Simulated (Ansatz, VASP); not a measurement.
**BeTe: VASP beside Ansatz**

INCAR

```
SYSTEM = BeTe
ALGO = Normal
EDIFF = 1E-6
ENCUT = 520
GGA = PE
ISIF = 2
ISMEAR = -1
LASPH = .TRUE.
LCHARG = .FALSE.
LREAL = .FALSE.
LWAVE = .FALSE.
NBANDS = 11
NELM = 80
PREC = Accurate
SIGMA = 0.05
```

Contents of KPOINTS:

```
k-points
0
G
  13 13 13
  0 0 0
```

Contents of POSCAR:

```
BeTe
1.0
    0.0000000000      2.6438378004      2.6438378004
    2.6438378004      0.0000000000      2.6438378004
    2.6438378004      2.6438378004      0.0000000000
Be Te
1 1
Direct
    0.0000000000      0.0000000000      0.0000000000
    0.5000000000      0.5000000000      0.5000000000
```

Input for Ansatz:

```yaml
crystal:
  lattice:
    - [0.0, 2.6438378004, 2.6438378004]
    - [2.6438378004, 0.0, 2.6438378004]
    - [2.6438378004, 2.6438378004, 0.0]
  atoms:
    - { symbol: Be, position: [0.0, 0.0, 0.0] }
    - { symbol: Te, position: [0.5, 0.5, 0.5] }
kpoints:
  mp_grid: { grid: [13, 13, 13] }
scf:
  occupations: { method: fermi_dirac, width: 0.05 }
hamiltonian:
  xc: pbe
  pseudopotentials: { kind: all_electron, lapw: { basis_error: 0.001 } }
output:
  forces: true
  stress: true
  eigenvalues: true
```

Change from the starting cell: volume scaled by 0.96.

Alike in both runs: task single point; functional PBE; k mesh 13 × 13 × 13; occupations fermi-dirac, width 0.05 eV; no spin polarisation.

|  | VASP | Ansatz |
| --- | --- | --- |
| version | VASP 6.6.1 | Ansatz 0.2.0 |
| potentials or method | VASP PAW PBE potentials, release 64 (Be, Te), cutoff 520 eV | all-electron LAPW, scalar-relativistic |

|  | VASP | Ansatz | Ansatz less VASP |
| --- | --- | --- | --- |
| pressure (GPa) | 3.1 | 3.0 | -0.07 |

Ansatz ran all-electron here, and VASP with PAW potentials.

Spin-orbit coupling is off throughout.
